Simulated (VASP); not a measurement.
# Li (P6_3/mmc) in VASP: a series of runs, part 2 of 2

VASP 6.6.1. The steps go on from the part before.

## (3) Single point, r2SCAN (23.52 Å³/atom)

This run uses another cell than the first one, of 23.52 Å³/atom.

POSCAR reads:

```
Li
1.0
    3.2182123453      0.0000000000      0.0000000000
   -1.6091061727      2.7870536458      0.0000000000
    0.0000000000      0.0000000000     10.4872009433
Li
4
Direct
    1.0000000000      1.0000000000      1.0000000000
    1.0000000000      1.0000000000      0.5000000000
    0.3333333333      0.6666666667      0.2500000000
    0.6666666667      0.3333333333      0.7500000000
```

INCAR.step1 reads:

```
SYSTEM = Li
  PREC = Accurate
  ENCUT = 830
  ISMEAR = -1
  SIGMA = 0.1
  LREAL = .False.
  LASPH = .True.
  NELM = 120
  NBANDS = 14
  GGA = PE
  ALGO = Normal
  EDIFF = 1E-5
  LWAVE = .True.
  LCHARG = .False.
  GGA_COMPAT = .False.
```

INCAR.step2 reads:

```
SYSTEM = Li
  PREC = Accurate
  ENCUT = 830
  EDIFF = 1E-6
  ISMEAR = -1
  SIGMA = 0.1
  LREAL = .False.
  LASPH = .True.
  NELM = 120
  ALGO = Normal
  ISIF = 2
  LWAVE = .False.
  LCHARG = .False.
  METAGGA = R2SCAN
  LMIXTAU = .True.
  NBANDS = 14
  ISTART = 1
  GGA_COMPAT = .False.
```

KPOINTS reads:

```
regular mesh
0
Gamma
  13 13 4
  0 0 0
```

Potentials or basis: VASP PAW PBE potentials, release 64 (Li_sv).

The run is started by

```sh
cat potpaw_PBE.64/Li_sv/POTCAR > POTCAR
cp INCAR.step1 INCAR
mpirun -np 1 vasp_std > vasp.out
cp INCAR.step2 INCAR
mpirun -np 1 vasp_std > vasp.out
```

OUTCAR:

```text
SYSTEM = Li
   PREC = Accurate
   ENCUT = 830
   EDIFF = 1E-6
   ISMEAR = -1
   LREAL = .False.
   LASPH = .True.
   NELM = 120
   ISIF = 2
   METAGGA = R2SCAN
   ISTART = 1

 ion  position               nearest neighbor table
   1  0.000  0.000  0.000-
   2  0.000  0.000  0.500-
   3  0.333  0.667  0.250-
   4  0.667  0.333  0.750-

  LATTYP: Found a hexagonal cell.
 ALAT       =     3.2182123453
 C/A-ratio  =     3.2587038449

  Lattice vectors:

 A1 = (   3.2182123453,   0.0000000000,   0.0000000000)
 A2 = (  -1.6091061727,   2.7870536458,   0.0000000000)
 A3 = (   0.0000000000,   0.0000000000,  10.4872009433)

Analysis of symmetry for initial positions (statically):
=====================================================================
 Subroutine PRICEL returns:
 Original cell was already a primitive cell.

 Routine SETGRP: Setting up the symmetry group for a
 hexagonal supercell.

 Subroutine GETGRP returns: Found 24 space group operations
 (whereof 12 operations were pure point group operations)
 out of a pool of 24 trial point group operations.

The static configuration has the point symmetry D_3d.
 The point group associated with its full space group is D_6h.

Analysis of symmetry for dynamics (positions and initial velocities):
=====================================================================
 Subroutine PRICEL returns:
 Original cell was already a primitive cell.

 Routine SETGRP: Setting up the symmetry group for a
 hexagonal supercell.

 Subroutine GETGRP returns: Found 24 space group operations
 (whereof 12 operations were pure point group operations)
 out of a pool of 24 trial point group operations.

The dynamic configuration has the point symmetry D_3d.
 The point group associated with its full space group is D_6h.

 Subroutine INISYM returns: Found 24 space group operations
 (whereof 12 operations are pure point group operations),
[... 123 lines left out ...]
  Thomas-Fermi vector in A             =   1.935760
   LORBIT       =      0    0 simple, 1 ext, 2 COOP (PROOUT), +10 PAW based schemes
   METAGGA = R2SCAN    functional components
   LHFCALC =     F    Hartree Fock is set to
   AEXX    =    0.0000 exact exchange contribution
   IVDW    =     0    specifies the selected vdW correction
   LEPSILON=     F    determine dielectric tensor
   LRPA    =     F    only Hartree local field effects (RPA)
 non-spin polarized calculation
  energy-cutoff  :      830.00
  volume of cell :       94.06
 maximum number of plane-waves:      5141
   NGX = 15   NGY = 15   NGZ = 49

 number of electron      12.0000015 magnetization

 Free energy of the ion-electron system (eV)
  ---------------------------------------------------
  ext. energy  EPLUGINS =         0.00000000
  ---------------------------------------------------
  free energy    TOTEN  =        -9.52460290 eV

  energy without entropy =       -9.45654363  energy(sigma->0) =       -9.49057326

 E-fermi :   0.2781     XC(G=0):  -7.0694

 val. band max:        0.2514317741   @ k =   0.2308   0.1538   0.2500
 cond. band min:       0.2910348461   @ k =   0.3846   0.1538   0.0000
 fundamental gap:      0.0396030720
 Fermi energy:         0.2781348040

 k-point     1 :       0.0000    0.0000    0.0000
  band No.  band energies     occupation
      1     -48.1544      2.00000
      2     -48.1497      2.00000
      3     -48.1486      2.00000
      4     -48.1438      2.00000
      5      -3.3661      2.00000
      6      -2.2228      2.00000
      7      -2.2220      2.00000
      8       0.3161      0.81258
      9       3.0213      0.00000
     10       8.1451      0.00000
     11       8.1503      0.00000
     12      12.8178      0.00000
     13      12.8178      0.00000
     14      13.3706      0.00000
[... 377 lines left out ...]
      1     -48.1521      2.00000
      2     -48.1496      2.00000
      3     -48.1458      2.00000
      4     -48.1433      2.00000
      5      -2.9092      2.00000
      6      -2.3333      2.00000
      7      -1.1922      2.00000
      8       0.3538      0.63883
      9       3.7988      0.00000
     10       6.6010      0.00000
     11       9.5766      0.00000
     12      10.2092      0.00000
     13      10.6845      0.00000
     14      11.0730      0.00000

 [... further k-points ...]
[... 5 lines left out ...]
  --------------------------------------------------------------------------------------
  -------------------------------------------------------------------------------------
  Total       -0.7912034     -0.7912034     -0.6870703      0.0000000     -0.0000000      0.0000000
  in kB      -13.4765613    -13.4765613    -11.7028637      0.0000000     -0.0000000      0.0000000
  external PRESSURE =     -12.8853288 kB  Pullay stress =       0.0000000 kB

 VOLUME and BASIS-vectors are now :
 -----------------------------------------------------------------------------
  energy-cutoff  :      830.00
  volume of cell :       94.06
      direct lattice vectors                 reciprocal lattice vectors
     3.218212345  0.000000000  0.000000000     0.310731516  0.179400924  0.000000000
    -1.609106173  2.787053646  0.000000000     0.000000000  0.358801849  0.000000000
     0.000000000  0.000000000 10.487200943     0.000000000  0.000000000  0.095354328

 POSITION                                       TOTAL-FORCE (eV/Angst)
 -----------------------------------------------------------------------------------
      0.00000      0.00000      0.00000         0.000000     -0.000000      0.000000
      0.00000      0.00000      5.24360         0.000000     -0.000000      0.000000
     -0.00000      1.85804      2.62180        -0.000000      0.000000      0.000000
      1.60911      0.92902      7.86540        -0.000000      0.000000     -0.000000
 -----------------------------------------------------------------------------------
    total drift:                                0.000000      0.000000      0.000000

  FREE ENERGIE OF THE ION-ELECTRON SYSTEM (eV)
  ---------------------------------------------------
  free  energy   TOTEN  =        -9.5246029026 eV

  energy  without entropy=       -9.4565436257  energy(sigma->0) =       -9.49057326
```

OSZICAR.step1:

```text
N       E                     dE             d eps       ncg     rms          rms(c)
DAV:   1     0.474360542230E+02    0.47436E+02   -0.59996E+03  1764   0.105E+03
DAV:   2     0.370251777233E+01   -0.43734E+02   -0.42089E+02  2006   0.230E+02
DAV:   3    -0.720833050614E+01   -0.10911E+02   -0.10795E+02  3412   0.500E+01
DAV:   4    -0.756624934028E+01   -0.35792E+00   -0.35757E+00  2386   0.168E+01
DAV:   5    -0.758843325921E+01   -0.22184E-01   -0.22182E-01  2886   0.281E+00    0.697E-01
DAV:   6    -0.758384932619E+01    0.45839E-02   -0.36079E-03  2712   0.474E-01    0.412E-01
DAV:   7    -0.758138837108E+01    0.24610E-02   -0.46572E-03  3426   0.319E-01    0.630E-02
DAV:   8    -0.758142360005E+01   -0.35229E-04   -0.16484E-04  2450   0.126E-01    0.744E-02
DAV:   9    -0.758138334322E+01    0.40257E-04   -0.35042E-05  2514   0.615E-02    0.878E-03
DAV:  10    -0.758138522104E+01   -0.18778E-05   -0.86187E-06  2058   0.210E-02
   1 F= -.75813852E+01 E0= -.75453571E+01  d E =-.720563E-01
```

It took 8.4 min on 1 thread of AMD EPYC 9R45 (Zen 5), shared host; peak memory 0.34 GiB.

Results:

* Free energy: -9.5246 eV
* Pressure: -1.3 GPa
* Band gap on the k mesh: zero (bands 6 and 7 overlap by 4.14 eV)

Caveat: the PAW data sets were made with another functional, which shifts forces and pressure a little.

## (4) Single point, r2SCAN

This run uses another cell than the first one, of 21.00 Å³/atom.

POSCAR reads:

```
Li
1.0
    3.0989080413      0.0000000000      0.0000000000
   -1.5494540206      2.6837330877      0.0000000000
    0.0000000000      0.0000000000     10.0984235491
Li
4
Direct
    1.0000000000      1.0000000000      1.0000000000
    1.0000000000      1.0000000000      0.5000000000
    0.3333333333      0.6666666667      0.2500000000
    0.6666666667      0.3333333333      0.7500000000
```

INCAR.step1 reads:

```
SYSTEM = Li
ALGO = Normal
EDIFF = 1E-5
ENCUT = 830
GGA = PE
GGA_COMPAT = .FALSE.
ISMEAR = -1
LASPH = .TRUE.
LCHARG = .FALSE.
LREAL = .FALSE.
LWAVE = .TRUE.
NBANDS = 14
NELM = 120
PREC = Accurate
SIGMA = 0.1
```

INCAR.step2 reads:

```
SYSTEM = Li
ALGO = Normal
EDIFF = 1E-6
ENCUT = 830
GGA_COMPAT = .FALSE.
ISIF = 2
ISMEAR = -1
ISTART = 1
LASPH = .TRUE.
LCHARG = .FALSE.
LMIXTAU = .TRUE.
LREAL = .FALSE.
LWAVE = .FALSE.
METAGGA = R2SCAN
NBANDS = 14
NELM = 120
PREC = Accurate
SIGMA = 0.1
```

KPOINTS reads:

```
k-points
0
G
  15 15 4
  0 0 0
```

Potentials or basis: VASP PAW PBE potentials, release 64 (Li_sv).

The run is started by

```sh
cat potpaw_PBE.64/Li_sv/POTCAR > POTCAR
cp INCAR.step1 INCAR
mpirun -np 1 vasp_std > vasp.out
cp INCAR.step2 INCAR
mpirun -np 1 vasp_std > vasp.out
```

OUTCAR:

```text
SYSTEM = Li
   EDIFF = 1E-6
   ENCUT = 830
   ISIF = 2
   ISMEAR = -1
   ISTART = 1
   LASPH = .TRUE.
   LREAL = .FALSE.
   METAGGA = R2SCAN
   NELM = 120
   PREC = Accurate

 ion  position               nearest neighbor table
   1  0.000  0.000  0.000-
   2  0.000  0.000  0.500-
   3  0.333  0.667  0.250-
   4  0.667  0.333  0.750-

  LATTYP: Found a hexagonal cell.
 ALAT       =     3.0989080413
 C/A-ratio  =     3.2587038449

  Lattice vectors:

 A1 = (   3.0989080413,   0.0000000000,   0.0000000000)
 A2 = (  -1.5494540206,   2.6837330877,   0.0000000000)
 A3 = (   0.0000000000,   0.0000000000,  10.0984235491)

Analysis of symmetry for initial positions (statically):
=====================================================================
 Subroutine PRICEL returns:
 Original cell was already a primitive cell.

 Routine SETGRP: Setting up the symmetry group for a
 hexagonal supercell.

 Subroutine GETGRP returns: Found 24 space group operations
 (whereof 12 operations were pure point group operations)
 out of a pool of 24 trial point group operations.

The static configuration has the point symmetry D_3d.
 The point group associated with its full space group is D_6h.

Analysis of symmetry for dynamics (positions and initial velocities):
=====================================================================
 Subroutine PRICEL returns:
 Original cell was already a primitive cell.

 Routine SETGRP: Setting up the symmetry group for a
 hexagonal supercell.

 Subroutine GETGRP returns: Found 24 space group operations
 (whereof 12 operations were pure point group operations)
 out of a pool of 24 trial point group operations.

The dynamic configuration has the point symmetry D_3d.
 The point group associated with its full space group is D_6h.

 Subroutine INISYM returns: Found 24 space group operations
 (whereof 12 operations are pure point group operations),
 and found     1 'primitive' translations

[... 122 lines left out ...]
   LORBIT       =      0    0 simple, 1 ext, 2 COOP (PROOUT), +10 PAW based schemes
   METAGGA = R2SCAN    functional components
   LHFCALC =     F    Hartree Fock is set to
   AEXX    =    0.0000 exact exchange contribution
   IVDW    =     0    specifies the selected vdW correction
   LEPSILON=     F    determine dielectric tensor
   LRPA    =     F    only Hartree local field effects (RPA)
 non-spin polarized calculation
  energy-cutoff  :      830.00
  volume of cell :       83.98
 maximum number of plane-waves:      4613
 NGX is ok and might be reduce to    30
   NGX = 15   NGY = 15   NGZ = 47

 number of electron      11.9999990 magnetization

 Free energy of the ion-electron system (eV)
  ---------------------------------------------------
  ext. energy  EPLUGINS =         0.00000000
  ---------------------------------------------------
  free energy    TOTEN  =        -9.57073474 eV

  energy without entropy =       -9.50923415  energy(sigma->0) =       -9.53998445

 E-fermi :   0.5414     XC(G=0):  -7.3550

 val. band max:        0.5397611424   @ k =   0.4000   0.0000   0.0000
 cond. band min:       0.5570440693   @ k =   0.4000   0.0000   0.0000
 fundamental gap:      0.0172829268
 Fermi energy:         0.5413930057

 k-point     1 :       0.0000    0.0000    0.0000
  band No.  band energies     occupation
      1     -47.6096      2.00000
      2     -47.6036      2.00000
      3     -47.5978      2.00000
      4     -47.5918      2.00000
      5      -3.2767      2.00000
      6      -2.0771      2.00000
      7      -2.0747      2.00000
      8       0.5585      0.91453
      9       3.6081      0.00000
     10       9.0358      0.00000
     11       9.0420      0.00000
     12      14.0821      0.00000
     13      14.0821      0.00000
     14      14.6703      0.00000
[... 377 lines left out ...]
      1     -47.5923      2.00000
      2     -47.5918      2.00000
      3     -47.5861      2.00000
      4     -47.5856      2.00000
      5       1.1364      0.00520
      6       1.6361      0.00004
      7       1.9538      0.00000
      8       2.4029      0.00000
      9       4.0272      0.00000
     10       4.1204      0.00000
     11       5.3110      0.00000
     12       6.2488      0.00000
     13       6.4578      0.00000
     14       7.1102      0.00000

 [... further k-points ...]
[... 5 lines left out ...]
  --------------------------------------------------------------------------------------
  -------------------------------------------------------------------------------------
  Total       -0.1262013     -0.1262013     -0.1246607     -0.0000000     -0.0000000     -0.0000000
  in kB       -2.4075353     -2.4075353     -2.3781469     -0.0000000     -0.0000000     -0.0000000
  external PRESSURE =      -2.3977392 kB  Pullay stress =       0.0000000 kB

 VOLUME and BASIS-vectors are now :
 -----------------------------------------------------------------------------
  energy-cutoff  :      830.00
  volume of cell :       83.98
      direct lattice vectors                 reciprocal lattice vectors
     3.098908041  0.000000000  0.000000000     0.322694313  0.186307648  0.000000000
    -1.549454021  2.683733088  0.000000000     0.000000000  0.372615296  0.000000000
     0.000000000  0.000000000 10.098423549     0.000000000  0.000000000  0.099025357

 POSITION                                       TOTAL-FORCE (eV/Angst)
 -----------------------------------------------------------------------------------
      0.00000      0.00000      0.00000         0.000000     -0.000000      0.000000
      0.00000      0.00000      5.04921         0.000000     -0.000000      0.000000
     -0.00000      1.78916      2.52461         0.000000      0.000000      0.000000
      1.54945      0.89458      7.57382        -0.000000      0.000000     -0.000000
 -----------------------------------------------------------------------------------
    total drift:                                0.000000      0.000000      0.000000

  FREE ENERGIE OF THE ION-ELECTRON SYSTEM (eV)
  ---------------------------------------------------
  free  energy   TOTEN  =        -9.5707347433 eV

  energy  without entropy=       -9.5092341468  energy(sigma->0) =       -9.53998445
```

OUTCAR.step1:

```text
SYSTEM = Li
   EDIFF = 1E-5
   ENCUT = 830
   GGA = PE
   ISMEAR = -1
   LASPH = .TRUE.
   LREAL = .FALSE.
   NELM = 120
[... 637 lines left out ...]
      0.00000      0.00000      5.04921        -0.000000      0.000000     -0.000000
     -0.00000      1.78916      2.52461         0.000000     -0.000000     -0.000000
      1.54945      0.89458      7.57382        -0.000000      0.000000      0.000000
 -----------------------------------------------------------------------------------
    total drift:                                0.000000      0.000000      0.000000

  FREE ENERGIE OF THE ION-ELECTRON SYSTEM (eV)
  ---------------------------------------------------
  free  energy   TOTEN  =        -7.6523044907 eV

  energy  without entropy=       -7.5862020573  energy(sigma->0) =       -7.61925327
```

OSZICAR.step1:

```text
N       E                     dE             d eps       ncg     rms          rms(c)
DAV:   1     0.493559275650E+02    0.49356E+02   -0.58978E+03  2268   0.106E+03
DAV:   2     0.364809047418E+01   -0.45708E+02   -0.43665E+02  2536   0.232E+02
DAV:   3    -0.732082389591E+01   -0.10969E+02   -0.10857E+02  4374   0.513E+01
DAV:   4    -0.764046641994E+01   -0.31964E+00   -0.31930E+00  3070   0.160E+01
DAV:   5    -0.765900399013E+01   -0.18538E-01   -0.18536E-01  3722   0.266E+00    0.533E-01
DAV:   6    -0.765460729896E+01    0.43967E-02   -0.33397E-03  3754   0.420E-01    0.307E-01
DAV:   7    -0.765230612945E+01    0.23012E-02   -0.37494E-03  4470   0.278E-01    0.552E-02
DAV:   8    -0.765231841666E+01   -0.12287E-04   -0.96540E-05  3284   0.907E-02    0.536E-02
DAV:   9    -0.765230262904E+01    0.15788E-04   -0.18968E-05  2828   0.442E-02    0.506E-03
DAV:  10    -0.765230449070E+01   -0.18617E-05   -0.95664E-06  2414   0.223E-02
   1 F= -.76523045E+01 E0= -.76192533E+01  d E =-.661024E-01
```

Run time: 9.1 min. Hardware: 1 thread of AMD EPYC 9R45 (Zen 5), shared host; peak memory 0.35 GiB.

What came out:

```yaml
Free_energy: -9.5707 eV
Pressure: -0.2 GPa
Band_gap_on_the_k_mesh: zero (bands 6 and 7 overlap by 4.27 eV)
```

Caveat: the PAW data sets were made with another functional, which shifts forces and pressure a little.

## (5) The runs side by side

| cell | k mesh | gap on the mesh (eV) | pressure (GPa) |
| --- | --- | --- | --- |
| a = 3.179, b = 3.179, c = 10.361 Å, angles 90.0, 90.0, 120.0°, 4 atoms | 13 × 13 × 4 | none | -0.9 |
| a = 3.218, b = 3.218, c = 10.487 Å, angles 90.0, 90.0, 120.0°, 4 atoms | 13 × 13 × 4 | none | -1.3 |
| a = 3.099, b = 3.099, c = 10.098 Å, angles 90.0, 90.0, 120.0°, 4 atoms | 15 × 15 × 4 | none | -0.2 |

Alike in all rows: task single point; level r2SCAN; potentials or basis VASP PAW PBE potentials, release 64 (Li_sv); no spin polarisation; cutoff (eV) 830; smearing fermi-dirac 0.1 eV.

Caveats: the PAW data sets were made with another functional, which shifts forces and pressure a little.

Total energies depend on the potentials used, so only differences within one code and one set of settings carry meaning.
